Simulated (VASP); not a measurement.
# AlN (P6_3mc) in VASP: notebook, part 2 of 3

VASP 6.6.1. The steps go on from the part before.

**4. Relaxation of the atoms, PBE**

This run uses another cell than the first one, of 9.99 Å³/atom, 0.997 times its volume.

File INCAR:

```
SYSTEM = AlN
ALGO     = Normal         ! electronic algorithm
EDIFF    = 1E-7           ! SCF threshold, eV
EDIFFG   = -0.01          ! ionic threshold
ENCUT    = 520            ! plane-wave cutoff, eV
GGA      = PE             ! functional
IBRION   = 2              ! ionic algorithm
ISIF     = 2              ! what is computed and relaxed
ISMEAR   = 0              ! smearing method
LASPH    = .True.         ! aspherical terms in the spheres
LCHARG   = .False.        ! write CHGCAR
LREAL    = .False.        ! projectors in reciprocal space
LWAVE    = .False.        ! write WAVECAR
NELM     = 80             ! most SCF steps
NSW      = 50             ! ionic steps
PREC     = Accurate       ! precision mode
SIGMA    = 0.05           ! smearing width, eV
```

File KPOINTS:

```
k-points
0
Gamma
  9 9 6
  0 0 0
```

File POSCAR:

```
AlN
1.0
    3.1612000000      0.0000000000      0.0000000000
   -1.5806000000      2.7376795064      0.0000000000
    0.0000000000      0.0000000000      4.6156000000
Al N
2 2
Direct
    0.3333333333      0.6666666667      0.0017290859
    0.6666666667      0.3333333333      0.5017290859
    0.3333333333      0.6666666667      0.3832709141
    0.6666666667      0.3333333333      0.8832709141
```

Potentials or basis: VASP PAW PBE potentials, release 64 (Al, N).

On the command line:

```sh
> cat potpaw_PBE.64/Al/POTCAR potpaw_PBE.64/N/POTCAR > POTCAR
> mpirun -np 1 vasp_std > vasp.out
```

OUTCAR:

```text
SYSTEM = AlN
   EDIFF = 1E-7
   EDIFFG = -0.01
   ENCUT = 520
   GGA = PE
   IBRION = 2
   ISIF = 2
   ISMEAR = 0
   LASPH = .True.
   LREAL = .False.
   NELM = 80
   NSW = 50
   PREC = Accurate

 ion  position               nearest neighbor table
   1  0.333  0.667  0.002-   3 1.76   4 1.91   4 1.91   4 1.91   2 2.94   2 2.94   2 2.94   2 2.94
                             2 2.94   2 2.94
   2  0.667  0.333  0.502-   4 1.76   3 1.91   3 1.91   3 1.91   1 2.94   1 2.94   1 2.94   1 2.94
                             1 2.94   1 2.94
   3  0.333  0.667  0.383-   1 1.76   2 1.91   2 1.91   2 1.91
   4  0.667  0.333  0.883-   2 1.76   1 1.91   1 1.91   1 1.91

  LATTYP: Found a hexagonal cell.
 ALAT       =     3.1612000000
 C/A-ratio  =     1.4600784512

  Lattice vectors:

 A1 = (   3.1612000000,   0.0000000000,   0.0000000000)
 A2 = (  -1.5806000000,   2.7376795064,   0.0000000000)
 A3 = (   0.0000000000,   0.0000000000,   4.6156000000)

Analysis of symmetry for initial positions (statically):
=====================================================================
 Subroutine PRICEL returns:
 Original cell was already a primitive cell.

 Routine SETGRP: Setting up the symmetry group for a
 hexagonal supercell.

 Subroutine GETGRP returns: Found 12 space group operations
 (whereof  6 operations were pure point group operations)
 out of a pool of 24 trial point group operations.

The static configuration has the point symmetry C_3v.
 The point group associated with its full space group is C_6v.

Analysis of symmetry for dynamics (positions and initial velocities):
=====================================================================
 Subroutine PRICEL returns:
 Original cell was already a primitive cell.

 Routine SETGRP: Setting up the symmetry group for a
 hexagonal supercell.

 Subroutine GETGRP returns: Found 12 space group operations
 (whereof  6 operations were pure point group operations)
 out of a pool of 24 trial point group operations.

The dynamic configuration has the point symmetry C_3v.
[... 140 lines left out ...]
 maximum number of plane-waves:      1089
 NGX is ok and might be reduce to    24
   NGX = 11   NGY = 11   NGZ = 17

--------------------------------------- Ionic step        1  -------------------------------------------

 number of electron      16.0000001 magnetization

 Free energy of the ion-electron system (eV)
  ---------------------------------------------------
  ext. energy  EPLUGINS =         0.00000000
  ---------------------------------------------------
  free energy    TOTEN  =       -29.34127525 eV

  energy without entropy =      -29.34127525  energy(sigma->0) =      -29.34127525

------------------------ aborting loop because EDIFF is reached ----------------------------------------

  FORCE on cell =-STRESS in cart. coord.  units (eV):
  Direction    XX          YY          ZZ          XY          YZ          ZX
  --------------------------------------------------------------------------------------
  -------------------------------------------------------------------------------------
  Total        0.1356828      0.1356828     11.2351384      0.0000000      0.0000000      0.0000000
  in kB        5.4421772      5.4421772    450.6363979      0.0000000      0.0000000      0.0000000
  external PRESSURE =     153.8402508 kB  Pullay stress =       0.0000000 kB
[... 63 lines left out ...]
--------------------------------------- Ionic step        3  -------------------------------------------

 number of electron      16.0000002 magnetization

 Free energy of the ion-electron system (eV)
  ---------------------------------------------------
  ext. energy  EPLUGINS =         0.00000000
  ---------------------------------------------------
  free energy    TOTEN  =       -29.53895102 eV

  energy without entropy =      -29.53895102  energy(sigma->0) =      -29.53895102

 E-fermi :   7.4317     XC(G=0): -11.1114

 val. band max:        7.2384033977   @ k =   0.0000   0.0000   0.0000
 cond. band min:      11.1971655587   @ k =   0.0000   0.0000   0.0000
 fundamental gap:      3.9587621610
 Fermi energy:         7.4316579235

 k-point     1 :       0.0000    0.0000    0.0000
  band No.  band energies     occupation
      1      -8.8653      2.00000
      2      -6.1310      2.00000
      3       0.7406      2.00000
      4       5.2356      2.00000
      5       5.2356      2.00000
      6       6.2097      2.00000
      7       6.2097      2.00000
      8       7.2384      2.00000
      9      11.1972      0.00000
     10      12.9226      0.00000
     11      17.2005      0.00000
     12      17.2005      0.00000
[... 331 lines left out ...]
 k-point    24 :       0.3333    0.3333    0.1667
  band No.  band energies     occupation
      1      -6.2655      2.00000
      2      -6.2655      2.00000
      3       1.5578      2.00000
      4       2.2916      2.00000
      5       2.2916      2.00000
      6       4.1005      2.00000
      7       4.9361      2.00000
      8       4.9361      2.00000
      9      12.7458      0.00000
     10      14.8346      0.00000
     11      16.1247      0.00000
     12      16.1247      0.00000

 [... further k-points ...]
[... 5 lines left out ...]
  --------------------------------------------------------------------------------------
  -------------------------------------------------------------------------------------
  Total        1.4580319      1.4580319      5.3097311      0.0000000      0.0000000      0.0000000
  in kB       58.4810121     58.4810121    212.9709507      0.0000000      0.0000000      0.0000000
  external PRESSURE =     109.9776583 kB  Pullay stress =       0.0000000 kB
[... 19 lines left out ...]
  FREE ENERGIE OF THE ION-ELECTRON SYSTEM (eV)
  ---------------------------------------------------
  free  energy   TOTEN  =       -29.5389510183 eV

  energy  without entropy=      -29.5389510182  energy(sigma->0) =      -29.53895102

 reached required accuracy - stopping structural energy minimisation
```

OSZICAR:

```text
N       E                     dE             d eps       ncg     rms          rms(c)
DAV:   1     0.528135967454E+02    0.52814E+02   -0.77368E+03  1152   0.119E+03
[... 30 lines left out ...]
DAV:   3    -0.295393672104E+02    0.42819E-02   -0.49336E-03  1336   0.807E-01    0.152E-01
DAV:   4    -0.295389474849E+02    0.41973E-03   -0.42340E-03  1408   0.584E-01    0.645E-02
DAV:   5    -0.295389542971E+02   -0.68122E-05   -0.40035E-04  1228   0.190E-01    0.423E-02
DAV:   6    -0.295389592456E+02   -0.49485E-05   -0.11826E-05  1416   0.334E-02    0.235E-02
DAV:   7    -0.295389508169E+02    0.84288E-05   -0.28110E-05  1372   0.579E-02    0.449E-03
DAV:   8    -0.295389511135E+02   -0.29664E-06   -0.58531E-06  1232   0.206E-02    0.505E-03
DAV:   9    -0.295389510183E+02    0.95243E-07   -0.68918E-08   608   0.252E-03
   3 F= -.29538951E+02 E0= -.29538951E+02  d E =-.197676E+00
```

CONTCAR:

```text
AlN
   1.00000000000000
     3.1612000000000000    0.0000000000000000    0.0000000000000000
    -1.5806000000000000    2.7376795064000001    0.0000000000000000
     0.0000000000000000    0.0000000000000000    4.6155999999999997
  Al              N
     2     2
Direct
     0.3333333332999970    0.6666666667000030    0.9893634568978356
     0.6666666667000030    0.3333333332999970    0.4893634568978356
     0.3333333332999970    0.6666666667000030    0.3956365431021695
     0.6666666667000030    0.3333333332999970    0.8956365431021696

  0.00000000E+00  0.00000000E+00  0.00000000E+00
  0.00000000E+00  0.00000000E+00  0.00000000E+00
  0.00000000E+00  0.00000000E+00  0.00000000E+00
  0.00000000E+00  0.00000000E+00  0.00000000E+00
```

Run time: 1.9 min. Hardware: 1 thread of AMD EPYC 7R13, shared host; peak memory 0.13 GiB.

Results:

* Free energy: -29.5390 eV
* Energy gained by relaxing: 49.4 meV/atom
* Ionic steps: 3
* Pressure after relaxing: 11.0 GPa
* Largest force after relaxing: 0.010 eV/Å
* Band gap on the k mesh: 3.96 eV, direct

Forces in eV/Å, atoms in the order of the input:
```
Al   0.000  0.000 -0.010
Al   0.000  0.000 -0.010
N    0.000  0.000  0.010
N    0.000  0.000  0.010
```

Step by step:
```
step  energy change (eV)  largest force (eV/Å)  pressure (GPa)
   1              0.0000                1.9508           15.38
   2             -0.1476                0.6173            9.82
   3             -0.1977                0.0099           11.00
```

Final structure:
```
Al N
1.0
     3.16120    0.00000    0.00000
    -1.58060    2.73768    0.00000
     0.00000    0.00000    4.61560
Al N
2 2
Direct
  0.33333 0.66667 0.98936
  0.66667 0.33333 0.48936
  0.33333 0.66667 0.39564
  0.66667 0.33333 0.89564
```

Levels at points of the mesh, in eV from the valence-band top:
```csv
k point,band 5,band 6,band 7,band 8,band 9,band 10,band 11,band 12
"(0.00, 0.00, 0.00)",-2.00,-1.03,-1.03,0.00,3.96,5.68,9.96,9.96
"(0.00, 0.00, 0.50)",-1.53,-1.53,-1.53,-1.53,6.04,6.04,10.28,10.28
```

**5. Relaxation of the atoms, PBE**

This run uses another cell than the first one, of 10.84 Å³/atom, 1.082 times its volume.

File INCAR:

```
  PREC = Accurate
  ENCUT = 520
  EDIFF = 1E-7
  ISMEAR = 0
  SIGMA = 0.05
  LREAL = F
  LASPH = T
  NELM = 60
  ALGO = Normal
  ISIF = 2
  LWAVE = F
  LCHARG = F
  GGA = PE
  IBRION = 2
  NSW = 50
  EDIFFG = -0.01
```

File KPOINTS:

```
regular mesh
0
Gamma
  9 9 6
```

File POSCAR:

```
AlN
1.0
    3.2238000000      0.0000000000      0.0000000000
   -1.6119000000      2.7918926967      0.0000000000
    0.0000000000      0.0000000000      4.8163000000
Al N
2 2
Direct
    0.3333333333      0.6666666667      0.0017290859
    0.6666666667      0.3333333333      0.5017290859
    0.3333333333      0.6666666667      0.3832709141
    0.6666666667      0.3333333333      0.8832709141
```

Potentials or basis: VASP PAW PBE potentials, release 64 (Al, N).

On the command line:

```sh
> cat potpaw_PBE.64/Al/POTCAR potpaw_PBE.64/N/POTCAR > POTCAR
> mpirun -np 1 vasp_std > vasp.out
```

OUTCAR:

```text
PREC = Accurate
   ENCUT = 520
   EDIFF = 1E-7
   ISMEAR = 0
   LREAL = F
   LASPH = T
   NELM = 60
   ISIF = 2
   GGA = PE
   IBRION = 2
   NSW = 50
   EDIFFG = -0.01

 ion  position               nearest neighbor table
   1  0.333  0.667  0.002-   3 1.84   4 1.95   4 1.95   4 1.95   2 3.04   2 3.04   2 3.04   2 3.04
                             2 3.04   2 3.04
   2  0.667  0.333  0.502-   4 1.84   3 1.95   3 1.95   3 1.95   1 3.04   1 3.04   1 3.04   1 3.04
                             1 3.04   1 3.04
   3  0.333  0.667  0.383-   1 1.84   2 1.95   2 1.95   2 1.95
   4  0.667  0.333  0.883-   2 1.84   1 1.95   1 1.95   1 1.95

  LATTYP: Found a hexagonal cell.
 ALAT       =     3.2238000000
 C/A-ratio  =     1.4939822570

  Lattice vectors:

 A1 = (   3.2238000000,   0.0000000000,   0.0000000000)
 A2 = (  -1.6119000000,   2.7918926967,   0.0000000000)
 A3 = (   0.0000000000,   0.0000000000,   4.8163000000)

[... 274 lines left out ...]

 k-point     1 :       0.0000    0.0000    0.0000
  band No.  band energies     occupation
      1      -9.1633      2.00000
      2      -6.8378      2.00000
      3       0.2276      2.00000
      4       4.6352      2.00000
      5       4.6352      2.00000
      6       5.4890      2.00000
      7       5.4890      2.00000
      8       6.2019      2.00000
      9       9.6937      0.00000
     10      11.5725      0.00000
     11      16.0563      0.00000
     12      16.0563      0.00000
[... 331 lines left out ...]
 k-point    24 :       0.3333    0.3333    0.1667
  band No.  band energies     occupation
      1      -6.8385      2.00000
      2      -6.8385      2.00000
      3       1.1657      2.00000
      4       1.6624      2.00000
      5       1.6624      2.00000
      6       3.4163      2.00000
      7       4.1332      2.00000
      8       4.1332      2.00000
      9      11.6890      0.00000
     10      13.7958      0.00000
     11      14.7471      0.00000
     12      14.7471      0.00000

 [... further k-points ...]
[... 5 lines left out ...]
  --------------------------------------------------------------------------------------
  -------------------------------------------------------------------------------------
  Total       -2.6854905     -2.6854905      1.5619436      0.0000000     -0.0000000      0.0000000
  in kB      -99.2553341    -99.2553341     57.7292067      0.0000000     -0.0000000      0.0000000
  external PRESSURE =     -46.9271539 kB  Pullay stress =       0.0000000 kB
[... 19 lines left out ...]
  FREE ENERGIE OF THE ION-ELECTRON SYSTEM (eV)
  ---------------------------------------------------
  free  energy   TOTEN  =       -29.6608587758 eV

  energy  without entropy=      -29.6608587758  energy(sigma->0) =      -29.66085878

 reached required accuracy - stopping structural energy minimisation
```

OSZICAR:

```text
N       E                     dE             d eps       ncg     rms          rms(c)
DAV:   1     0.519209733880E+02    0.51921E+02   -0.75277E+03  1152   0.118E+03
DAV:   2    -0.301373466430E+02   -0.82058E+02   -0.74802E+02  1688   0.222E+02
[... 26 lines left out ...]
DAV:   2    -0.296612175470E+02   -0.10399E-02   -0.15072E-02  1364   0.105E+00    0.100E-01
DAV:   3    -0.296608966792E+02    0.32087E-03   -0.34158E-04  1368   0.216E-01    0.449E-02
DAV:   4    -0.296608576578E+02    0.39021E-04   -0.36602E-04  1404   0.172E-01    0.174E-02
DAV:   5    -0.296608589141E+02   -0.12564E-05   -0.39704E-05  1220   0.606E-02    0.120E-02
DAV:   6    -0.296608594946E+02   -0.58047E-06   -0.13724E-06  1420   0.112E-02    0.571E-03
DAV:   7    -0.296608587529E+02    0.74175E-06   -0.21333E-06  1352   0.163E-02    0.878E-04
DAV:   8    -0.296608587758E+02   -0.22893E-07   -0.51117E-07  1020   0.558E-03
   3 F= -.29660859E+02 E0= -.29660859E+02  d E =-.598266E-01
```

CONTCAR:

```text
AlN
   1.00000000000000
     3.2238000000000002    0.0000000000000000    0.0000000000000000
    -1.6119000000000001    2.7918926967000002    0.0000000000000000
     0.0000000000000000    0.0000000000000000    4.8163000000000000
  Al              N
     2     2
Direct
     0.3333333332999970    0.6666666667000030    0.9945855088623671
     0.6666666667000030    0.3333333332999970    0.4945855088623671
     0.3333333332999970    0.6666666667000030    0.3904144911376380
     0.6666666667000030    0.3333333332999970    0.8904144911376380

  0.00000000E+00  0.00000000E+00  0.00000000E+00
  0.00000000E+00  0.00000000E+00  0.00000000E+00
  0.00000000E+00  0.00000000E+00  0.00000000E+00
  0.00000000E+00  0.00000000E+00  0.00000000E+00
```

It took 29 s on 1 thread of Intel Xeon 6975P-C, shared host; peak memory 0.16 GiB.

What came out:

```
Free energy               : -29.6609 eV
Energy gained by relaxing : 15.0 meV/atom
Ionic steps               : 3
Pressure after relaxing   : -4.7 GPa
Band gap on the k mesh    : 3.49 eV, direct
```

Step by step:
```tsv
step	energy change (eV)	largest force (eV/Å)	pressure (GPa)
1	0.0000	0.9321	-2.95
2	-0.0553	0.2115	-5.02
3	-0.0598	0.0015	-4.69
```

Final structure:
```cif
data_structure
_symmetry_space_group_name_H-M 'P 1'
_symmetry_Int_Tables_number 1
_cell_length_a 3.2238
_cell_length_b 3.2238
_cell_length_c 4.8163
_cell_angle_alpha 90.000
_cell_angle_beta 90.000
_cell_angle_gamma 120.000
_cell_volume 43.35
loop_
_atom_site_label
_atom_site_type_symbol
_atom_site_fract_x
_atom_site_fract_y
_atom_site_fract_z
_atom_site_occupancy
Al1 Al 0.33333 0.66667 0.99459 1
Al2 Al 0.66667 0.33333 0.49459 1
N1 N 0.33333 0.66667 0.39041 1
N2 N 0.66667 0.33333 0.89041 1
```

[end of part 2 of 3]
